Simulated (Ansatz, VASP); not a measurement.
**One calculation of Nb2WSe5, two programs**

```
Nb W Se
1.0
     3.34221    0.00000    0.00000
    -1.67111    2.89444    0.00000
     0.00000    0.00000   18.78798
Nb W Se
2 1 5
Cartesian
  0.0000 0.0000 11.3130
  1.6711 0.9648 7.3839
  0.0000 0.0000 0.0750
  0.0000 1.9296 17.1959
  0.0000 1.9296 1.7417
  0.0000 1.9296 9.3505
  1.6711 0.9648 13.0360
  0.0000 0.0000 5.6619
```

Alike in both runs: functional PBE; k mesh 4 × 4 × 1; occupations gaussian, width 0.15 eV; no spin polarisation.

Ansatz relaxed the structure, and its values are those at the end. VASP's run is a single point on that final structure, the one shown.

|  | VASP | Ansatz |
| --- | --- | --- |
| version | VASP 6.6.1 | Ansatz 0.2.0 |
| potentials or method | VASP PAW PBE potentials, release 64 (Nb_sv, W_sv, Se), cutoff 520 eV | scalar-relativistic, plane waves, PAW |
| valence electrons in the cell | 70 | 120 |

```csv
,VASP,Ansatz,Ansatz less VASP
gap on the k mesh at the Fermi level (eV),none,none,-
pressure (GPa),0.1,0.1,-0.07
rms of the force components (eV/Å),0.016,0.004,-0.0119
```

A gap of «none» marks a metal or a gap that the smearing closes. With one functional, cell and mesh, what is left measures potentials, basis and numerics. VASP's potentials hold 70 valence electrons a cell and Ansatz's 120, so a difference there can come from the potentials and not from the codes.

The k mesh is coarse, so the values compare programs but aren't converged. Spin-orbit coupling is off throughout.
